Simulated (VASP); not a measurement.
# BaTiO3 (P4mm) in VASP: further runs, part 2 of 3

VASP 6.6.1. The steps go on from the part before.

## Step 4: Relaxation of cell and atoms, PBE, target pressure 2 GPa, at which the enthalpy is minimised

This run uses another cell than the first one, of 12.86 Å³/atom.

INCAR

```
SYSTEM = BaTiO3
PREC = Accurate ; ENCUT = 600
EDIFF = 1E-7 ; ISMEAR = -1
SIGMA = 0.05 ; LREAL = .False.
LASPH = .True. ; NELM = 60
ALGO = Normal ; ISIF = 3
LWAVE = .False. ; LCHARG = .False.
GGA = PE ; IBRION = 2
NSW = 60 ; EDIFFG = -0.01
PSTRESS = 20.0
```

KPOINTS

```
regular mesh
0
Gamma
  7 7 7
  0 0 0
```

POSCAR

```
BaTiO3
1.0
    3.9998000000      0.0000000000      0.0000000000
    0.0000000000      3.9998000000      0.0000000000
    0.0000000000      0.0000000000      4.0180000000
Ba Ti O
1 1 3
Direct
    0.0000000000      0.0000000000      0.0000000000
    0.5000000000      0.5000000000      0.4900000000
    0.0000000000      0.5000000000      0.5170000000
    0.5000000000      0.0000000000      0.5170000000
    0.5000000000      0.5000000000      0.0190000000
```

Potentials or basis: VASP PAW PBE potentials, release 64 (Ba_sv, Ti_sv, O).

On the command line:

```
$ cat potpaw_PBE.64/Ba_sv/POTCAR potpaw_PBE.64/Ti_sv/POTCAR potpaw_PBE.64/O/POTCAR > POTCAR
$ mpirun -np 1 vasp_std > vasp.out
```

OUTCAR:

```text
SYSTEM = BaTiO3
   PREC = Accurate
   ENCUT = 600
   EDIFF = 1E-7
   ISMEAR = -1
   LREAL = .False.
   LASPH = .True.
   NELM = 60
   ISIF = 3
   GGA = PE
   IBRION = 2
   NSW = 60
   EDIFFG = -0.01
   PSTRESS = 20.0

 ion  position               nearest neighbor table
   1  0.000  0.000  0.000-   3 2.79   4 2.79   3 2.79   4 2.79   5 2.83   5 2.83   5 2.83   5 2.83
                             4 2.88   3 2.88   4 2.88   3 2.88   2 3.45   2 3.45   2 3.45   2 3.45
   2  0.500  0.500  0.490-   5 1.89   4 2.00   3 2.00   4 2.00   3 2.00   5 2.13   1 3.45   1 3.45
                             1 3.45   1 3.45   1 3.49   1 3.49   1 3.49   1 3.49
   3  0.000  0.500  0.517-   2 2.00   2 2.00   1 2.79   1 2.79   1 2.88   1 2.88
   4  0.500  0.000  0.517-   2 2.00   2 2.00   1 2.79   1 2.79   1 2.88   1 2.88
   5  0.500  0.500  0.019-   2 1.89   2 2.13   1 2.83   1 2.83   1 2.83   1 2.83

  LATTYP: Found a simple tetragonal cell.
 ALAT       =     3.9998000000
 C/A-ratio  =     1.0045502275

  Lattice vectors:

 A1 = (   3.9998000000,   0.0000000000,   0.0000000000)
 A2 = (   0.0000000000,   3.9998000000,   0.0000000000)
 A3 = (   0.0000000000,   0.0000000000,   4.0180000000)

Analysis of symmetry for initial positions (statically):
=====================================================================
 Subroutine PRICEL returns:
 Original cell was already a primitive cell.

 Routine SETGRP: Setting up the symmetry group for a
 simple tetragonal supercell.

 Subroutine GETGRP returns: Found  8 space group operations
 (whereof  8 operations were pure point group operations)
 out of a pool of 16 trial point group operations.

The static configuration has the point symmetry C_4v.

Analysis of symmetry for dynamics (positions and initial velocities):
=====================================================================
 Subroutine PRICEL returns:
 Original cell was already a primitive cell.

 Routine SETGRP: Setting up the symmetry group for a
 simple tetragonal supercell.

 Subroutine GETGRP returns: Found  8 space group operations
 (whereof  8 operations were pure point group operations)
 out of a pool of 16 trial point group operations.

The dynamic configuration has the point symmetry C_4v.

 Subroutine INISYM returns: Found  8 space group operations
 (whereof  8 operations are pure point group operations),
 and found     1 'primitive' translations

----------------------------------------------------------------------------------------

                                     Primitive cell

  volume of cell :      64.2816

  direct lattice vectors                    reciprocal lattice vectors
     3.999800000  0.000000000  0.000000000     0.250012501  0.000000000  0.000000000
     0.000000000  3.999800000  0.000000000     0.000000000  0.250012501  0.000000000
     0.000000000  0.000000000  4.018000000     0.000000000  0.000000000  0.248880040

  length of vectors
     3.999800000  3.999800000  4.018000000     0.250012501  0.250012501  0.248880040

  position of ions in fractional coordinates (direct lattice)
     0.000000000  0.000000000  0.000000000
     0.500000000  0.500000000  0.490000000
     0.000000000  0.500000000  0.517000000
     0.500000000  0.000000000  0.517000000
     0.500000000  0.500000000  0.019000000

[... 68 lines left out ...]
   NGXF,Y,Z  is equivalent  to a cutoff of  26.60, 26.60, 26.48 a.u.
 SYSTEM =  BaTiO3
   PREC   = accura    normal or accurate (medium, high low for compatibility)
   ISTART =      0    job   : 0-new  1-cont  2-samecut
   ICHARG =      2    charge: 1-file 2-atom 10-const
   ISPIN  =      1    spin polarized calculation?
   LNONCOLLINEAR =      F non collinear calculations
   LSORBIT =      F    spin-orbit coupling
   LASPH  =      T    aspherical Exc in radial PAW
   ENCUT  =  600.0 eV  44.10 Ry    6.64 a.u.   7.99  7.99  8.02*2*pi/ulx,y,z
   NELM   =     60;   NELMIN=  2; NELMDL= -5     # of ELM steps
   EDIFF  = 0.1E-06   stopping-criterion for ELM
   LREAL  =      F    real-space projection
   EDIFFG = -.1E-01   stopping-criterion for IOM
   NSW    =     60    number of steps for IOM
   IBRION =      2    ionic relax: 0-MD 1-quasi-New 2-CG
   NFREE  =      1    steps in history (QN), initial steepest desc. (CG)
   ISIF   =      3    stress and relaxation
   ISYM   =      2    0-nonsym 1-usesym 2-fastsym
   POTIM  = 0.5000    time-step for ionic-motion
   TEBEG  =    0.0;   TEEND  =   0.0 temperature during run
   PSTRESS=   20.0 pullay stress
   NELECT =      40.0000    total number of electrons
   NUPDOWN=      -1.0000    fix difference up-down
   EMIN   =  10.00;   EMAX   =-10.00  energy-range for DOS
   EFERMI =   0.00;   METHOD = LEGACY
   ISMEAR =    -1;   SIGMA  =   0.05  broadening in eV -4-tet -1-fermi 0-gaus
   EFERMI_NEDOS =   21; number of points for ismear=-14 and -15
   IALGO  =     38    algorithm
   IMIX   =      4    mixing-type and parameters
     AMIX     =   0.40;   BMIX     =  1.00
     AMIX_MAG =   1.60;   BMIX_MAG =  1.00
  volume/ion in A,a.u.               =      12.86        86.76
  Fermi-wavevector in a.u.,A,eV,Ry     =   1.397653  2.641181 26.578078  1.953434
  Thomas-Fermi vector in A             =   2.520888
   LORBIT       =      0    0 simple, 1 ext, 2 COOP (PROOUT), +10 PAW based schemes
   GGA     = PE    functional components
   LHFCALC =     F    Hartree Fock is set to
   AEXX    =    0.0000 exact exchange contribution
   IVDW    =     0    specifies the selected vdW correction
   LEPSILON=     F    determine dielectric tensor
   LRPA    =     F    only Hartree local field effects (RPA)
 conjugate gradient relaxation of ions
 non-spin polarized calculation
  energy-cutoff  :      600.00
  volume of cell :       64.28
 maximum number of plane-waves:      2174
 NGX is ok and might be reduce to    32
   NGX = 15   NGY = 15   NGZ = 17

--------------------------------------- Ionic step        1  -------------------------------------------

 number of electron      39.9999999 magnetization

 Free energy of the ion-electron system (eV)
  ---------------------------------------------------
  ext. energy  EPLUGINS =         0.00000000
  ---------------------------------------------------
  free energy    TOTEN  =       -39.98908990 eV

  energy without entropy =      -39.98908990  energy(sigma->0) =      -39.98908990

------------------------ aborting loop because EDIFF is reached ----------------------------------------

  FORCE on cell =-STRESS in cart. coord.  units (eV):
  Direction    XX          YY          ZZ          XY          YZ          ZX
  --------------------------------------------------------------------------------------
  -------------------------------------------------------------------------------------
  Total        1.4957523      1.4957523      1.8667798      0.0000000      0.0000000      0.0000000
  in kB       37.2806764     37.2806764     46.5283006      0.0000000      0.0000000      0.0000000
  external PRESSURE =      20.3632178 kB  Pullay stress =      20.0000000 kB
[... 106 lines left out ...]
  energy  without entropy=      -40.0123443301  energy(sigma->0) =      -40.01234433

  enthalpy is  TOTEN    =       -39.1960569307 eV   P V=        0.8162874004

[... ionic steps 4 to 11 ...]

--------------------------------------- Ionic step       12  -------------------------------------------

 number of electron      39.9999992 magnetization

------------------------ aborting loop because EDIFF is reached ----------------------------------------
[... 77 lines left out ...]
--------------------------------------- Ionic step       14  -------------------------------------------

 number of electron      39.9999991 magnetization

 Free energy of the ion-electron system (eV)
  ---------------------------------------------------
  ext. energy  EPLUGINS =         0.00000000
  ---------------------------------------------------
  free energy    TOTEN  =       -40.03684415 eV

  energy without entropy =      -40.03684414  energy(sigma->0) =      -40.03684415

 E-fermi :   4.6743     XC(G=0): -11.0884

 val. band max:        3.6703767454   @ k =   0.4286   0.4286   0.4286
 cond. band min:       5.5585331316   @ k =   0.0000   0.0000   0.0000
 fundamental gap:      1.8881563862
 Fermi energy:         4.6743039040

 k-point     1 :       0.0000    0.0000    0.0000
  band No.  band energies     occupation
      1     -52.8607      2.00000
      2     -29.1695      2.00000
      3     -29.0625      2.00000
      4     -29.0625      2.00000
      5     -21.3186      2.00000
      6     -13.2126      2.00000
[... 637 lines left out ...]
     23       7.3282      0.00000
     24       8.4660      0.00000

 [... further k-points ...]

------------------------ aborting loop because EDIFF is reached ----------------------------------------

  FORCE on cell =-STRESS in cart. coord.  units (eV):
  Direction    XX          YY          ZZ          XY          YZ          ZX
  --------------------------------------------------------------------------------------
  -------------------------------------------------------------------------------------
  Total        0.8441582      0.8441582      0.8297235      0.0000000      0.0000000      0.0000000
  in kB       20.4924115     20.4924115     20.1420024      0.0000000      0.0000000      0.0000000
  external PRESSURE =       0.3756085 kB  Pullay stress =      20.0000000 kB
[... 24 lines left out ...]
  energy  without entropy=      -40.0368441448  energy(sigma->0) =      -40.03684415

  enthalpy is  TOTEN    =       -39.2129702054 eV   P V=        0.8238739400

 reached required accuracy - stopping structural energy minimisation
```

CONTCAR:

```text
BaTiO3
   1.00000000000000
     3.9897169506502594    0.0000000000000000    0.0000000000000000
     0.0000000000000000    3.9897169506502594    0.0000000000000000
     0.0000000000000000    0.0000000000000000    4.1462661952427924
  Ba              Ti              O
     1     1     3
Direct
     0.0000000000000000    0.0000000000000000    0.9949203463466669
     0.5000000000000000    0.5000000000000000    0.4763949262681358
     0.0000000000000000    0.5000000000000000    0.5182612352517627
     0.5000000000000000    0.0000000000000000    0.5182612352517627
     0.5000000000000000    0.5000000000000000    0.0351622568816777

  0.00000000E+00  0.00000000E+00  0.00000000E+00
  0.00000000E+00  0.00000000E+00  0.00000000E+00
  0.00000000E+00  0.00000000E+00  0.00000000E+00
  0.00000000E+00  0.00000000E+00  0.00000000E+00
  0.00000000E+00  0.00000000E+00  0.00000000E+00
```

Run time: 3.5 min. Hardware: 1 thread of Intel Xeon 6975P-C (Granite Rapids), shared host; peak memory 0.24 GiB.

What came out:

```
Free energy                                                : -40.0368 eV
Relaxed volume                                             : 13.20 Å³/atom
Relaxed cell                                               : a = 3.990 Å, b = 3.990 Å, c = 4.146 Å, α = 90.00°, β = 90.00°, γ = 90.00°
Space group after relaxing (to 0.1 Å)                      : P4mm (No. 99)
Energy change on relaxing (the run minimises the enthalpy) : -9.6 meV/atom
Ionic steps                                                : 14
Pressure after relaxing                                    : 2.0 GPa
Largest force after relaxing                               : 0.008 eV/Å
Band gap on the k mesh                                     : 1.89 eV (least direct gap 2.29 eV)
```

Forces in eV/Å, atoms in the order of the input:
```
Ba   0.000  0.000  0.001
Ti   0.000  0.000 -0.001
O    0.000  0.000 -0.004
O    0.000  0.000 -0.004
O    0.000  0.000  0.008
```

Step by step:
| step | energy change (eV) | largest force (eV/Å) | pressure (GPa) | volume (Å³) |
| --- | --- | --- | --- | --- |
| 1 | 0.0000 | 0.2769 | 4.04 | 64.28 |
| 2 | -0.0272 | 0.3007 | 0.35 | 65.81 |
| 3 | -0.0233 | 0.2911 | 1.31 | 65.39 |
| 4 | -0.0305 | 0.1578 | 1.74 | 65.42 |
| 5 | -0.0331 | 0.1013 | 2.24 | 65.44 |
| 6 | -0.0396 | 0.0907 | 2.04 | 65.67 |
| 7 | -0.0441 | 0.1190 | 1.88 | 65.90 |
| 8 | -0.0447 | 0.1258 | 1.85 | 65.95 |
| 9 | -0.0451 | 0.0897 | 2.27 | 65.86 |
| 10 | -0.0447 | 0.0894 | 2.46 | 65.82 |
| 11 | -0.0479 | 0.0352 | 1.96 | 66.02 |
| 12 | -0.0481 | 0.0315 | 1.93 | 66.04 |
| 13 | -0.0480 | 0.0180 | 1.98 | 66.02 |
| 14 | -0.0478 | 0.0077 | 2.04 | 66.00 |

Final structure:
```xyz
5
Lattice="3.9897 0.0000 0.0000 0.0000 3.9897 0.0000 0.0000 0.0000 4.1463" Properties=species:S:1:pos:R:3 pbc="T T T"
Ba    0.0000    0.0000    4.1252
Ti    1.9949    1.9949    1.9753
O     0.0000    1.9949    2.1488
O     1.9949    0.0000    2.1488
O     1.9949    1.9949    0.1458
```

Levels at points of the mesh, in eV from the valence-band top:
```tsv
k point	band 18	band 19	band 20	band 21	band 22	band 23
(0.00, 0.00, 0.00)	-0.64	-0.40	-0.40	1.89	2.41	2.41
```

Caveat: the cell is relaxed towards a set pressure, so the run minimises the enthalpy, not the energy; spin-orbit coupling is left out, which moves the levels of the heavy elements; an odd mesh through Γ misses points on the zone boundary, where band edges can lie.

(Part 2 of 3 ends here.)
